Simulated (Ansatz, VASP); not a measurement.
## AgI in VASP and in Ansatz

```xyz
4
Lattice="4.6507 0.0000 0.0000 -2.3254 4.0277 0.0000 0.0000 0.0000 7.5997" Properties=species:S:1:pos:R:3 pbc="T T T"
Ag    2.3254    1.3426    4.7690
Ag    0.0000    2.6851    0.9691
I     2.3254    1.3426    0.0188
I     0.0000    2.6851    3.8187
```

Alike in both runs: task single point; functional PBE; k mesh 3 × 3 × 3; no spin polarisation.

|  | VASP | Ansatz |
| --- | --- | --- |
| version | VASP 6.6.1 | Ansatz 0.2.0 |
| potentials or method | VASP PAW PBE potentials, release 64 (Ag, I) | plane waves |
| plane-wave cutoff (eV) | 500 | 420 |
| occupations | gaussian, width 0.01 eV | fixed |
| valence electrons in the cell | 36 | 72 |

```tsv
	VASP	Ansatz	Ansatz less VASP
gap on the k mesh at the Fermi level (eV)	1.36	1.36	-0.002
pressure (GPa)	0.9	0.9	+0.06
traceless stress, the component that is largest in VASP (GPa)	-0.28	-0.28	+0.001
rms of the force components (eV/Å)	0.022	0.022	+0.0002
```

Atom by atom the forces differ by 0.000 eV/Å (rms over components). VASP's potentials hold 36 valence electrons a cell and Ansatz's 72, so a difference there can come from the potentials and not from the codes.

The k mesh is coarse, so the values compare programs but aren't converged. Spin-orbit coupling is off throughout.
